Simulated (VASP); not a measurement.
MgS, 2 atoms in the cell. It takes space group I4/mmm (No. 139, tetragonal). The conventional cell has a = 3.974 Å, b = 3.974 Å, c = 4.995 Å, α = 90.00°, β = 90.00°, γ = 90.00°. Within 3.3 Å of Mg (site symmetry 4/mmm) lie 6 S at 2.50 to 2.81 Å. Within 3.3 Å of S (site symmetry 4/mmm) lie 6 Mg at 2.50 to 2.81 Å.  This cell differs from its parent crystal: strain +0.080 along x and y, -0.040 along z.

- Program: VASP 6.6.1
- Task: single point
- Functional: PBE
- Potentials or basis: VASP PAW PBE potentials, release 64 (Mg, S)
- Cutoff: 520 eV
- k mesh: 8 × 8 × 8
- Occupations: gaussian, width 0.05 eV
- Spin: no spin polarisation
- Dipole correction: no
- Further INCAR settings: ALGO = Normal; EDIFF = 1e-06; NBANDS = 11

Potentials or basis: VASP PAW PBE potentials, release 64 (Mg, S).

Command:

```bash
$ cat potpaw_PBE.64/Mg/POTCAR potpaw_PBE.64/S/POTCAR > POTCAR
$ mpirun -np 1 vasp_std > vasp.out
```

Hardware: 1 thread of Intel(R) Xeon(R) 6975P-C (Granite Rapids), on a shared host.

Q: Estimate the wall time of this run.

A: Run time: 9.3 s on 1 thread of Intel(R) Xeon(R) 6975P-C (Granite Rapids), with other jobs on the host, peak memory 0.17 GiB. Counts: scf iterations 12, k points 59.
